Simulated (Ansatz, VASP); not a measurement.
Se: VASP beside Ansatz

```
Se
1.0
     4.36620    0.02183    0.02183
    -2.16419    3.77032    0.00799
     0.02477    0.02477    4.95360
Se
3
Direct
  0.22540 0.00000 0.33333
  0.00000 0.22540 0.66667
  0.77460 0.77460 0.00000
```

Change from the starting cell: equal xy, yz and zx shear strains of +1 %, crystal datasets.

Alike in both runs: task electric field gradients; functional LDA; k mesh 6 × 6 × 5; occupations fermi-dirac, width 0.03 eV; no spin polarisation.

|  | VASP | Ansatz |
| --- | --- | --- |
| version | VASP 6.6.1 | Ansatz 0.2.0 |
| potentials or method | VASP PAW LDA potentials, release 64 (Se), cutoff 520 eV | all-electron PAW with datasets made for the crystal, scalar-relativistic |

Ansatz gave:

- gap on the k mesh at the Fermi level (eV): 1.14
- pressure (GPa): -1.2
- traceless stress, the component that is largest in VASP (GPa): 0.88
- rms of the force components (eV/Å): 0.154
- size of Vzz on the site where it differs most (V/Å²): 519.0

Task: What did VASP give for the same quantities?

Result: gap on the k mesh at the Fermi level (eV): 1.13; pressure (GPa): -1.0; traceless stress, the component that is largest in VASP (GPa): 0.96; rms of the force components (eV/Å): 0.179; size of Vzz on the site where it differs most (V/Å²): 499.0.

LDA's correlation is that of Perdew and Zunger in VASP and of Perdew and Wang (1992) in Ansatz. Atom by atom the forces differ by 0.029 eV/Å (rms over components). Ansatz ran all-electron here, and VASP with PAW potentials.
